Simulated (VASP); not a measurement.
A run of VASP 6.6.1:

The input INCAR:

```
SYSTEM = TiC
PREC = Accurate
ENCUT = 520
EDIFF = 1E-7
ISMEAR = 0
SIGMA = 0.15
LREAL = .False.
LASPH = .True.
NELM = 80
ALGO = Normal
ISIF = 2
LWAVE = .False.
LCHARG = .False.
GGA = PE
NBANDS = 24
```

File KPOINTS:

```
regular mesh
0
Gamma
  20 20 14
  0 0 0
```

POSCAR

```
TiC
1.0
    0.0000000000     -2.1664615256     -2.1664615256
    0.0000000000      2.1664615256     -2.1664615256
    4.3329230512      0.0000000000      0.0000000000
Ti C
2 2
Direct
    0.5519279935      0.4480720065      0.5000000000
    0.9480720065      1.0519279935      0.0000000000
    0.4913738147      0.5086261853      0.0000000000
    0.0086261853     -0.0086261853      0.5000000000
```

Potentials or basis: VASP PAW PBE potentials, release 64 (Ti_sv, C).

Run with:

```console
$ cat potpaw_PBE.64/Ti_sv/POTCAR potpaw_PBE.64/C/POTCAR > POTCAR
$ mpirun -np 1 vasp_std > vasp.out
```

Hardware: 1 thread of AMD EPYC 7R13 Processor (Zen 3) (shared host).

**Question.** Estimate the wall time of this run.

**Answer.** Run time: 11 min on 1 thread of AMD EPYC 7R13 Processor (Zen 3) (shared host), peak memory 0.73 GiB. Counts: scf iterations 16, k points 888.
